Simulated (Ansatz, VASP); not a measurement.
**Ga: VASP beside Ansatz**

```
Ga
1.0
     2.29958   -3.89737    0.00000
     2.29958    3.89737    0.00000
     0.00000    0.00000    4.60529
Ga
4
Direct
  0.15250 0.84750 0.07850
  0.65250 0.34750 0.42150
  0.84750 0.15250 0.92150
  0.34750 0.65250 0.57850
```

Change from the starting cell: volume scaled by 1.06, crystal datasets.

Alike in both runs: task electric field gradients; functional PBEsol; k mesh 9 × 9 × 8; occupations fermi-dirac, width 0.05 eV; no spin polarisation.

|  | VASP | Ansatz |
| --- | --- | --- |
| version | VASP 6.6.1 | Ansatz 0.2.0 |
| potentials or method | VASP PAW PBE potentials, release 64 (Ga_d), cutoff 520 eV | all-electron PAW with datasets made for the crystal, scalar-relativistic |

|  | VASP | Ansatz | Ansatz less VASP |
| --- | --- | --- | --- |
| pressure (GPa) | -3.9 | -3.9 | -0.03 |
| traceless stress, the component that is largest in VASP (GPa) | 0.96 | 0.97 | +0.004 |
| rms of the force components (eV/Å) | 0.233 | 0.235 | +0.0018 |
| size of Vzz on the site where it differs most (V/Å²) | 47.7 | 50.1 | +2.45 |

VASP's potentials were made for PBE, not for PBEsol. Atom by atom the forces differ by 0.002 eV/Å (rms over components). Ansatz ran all-electron here, and VASP with PAW potentials.
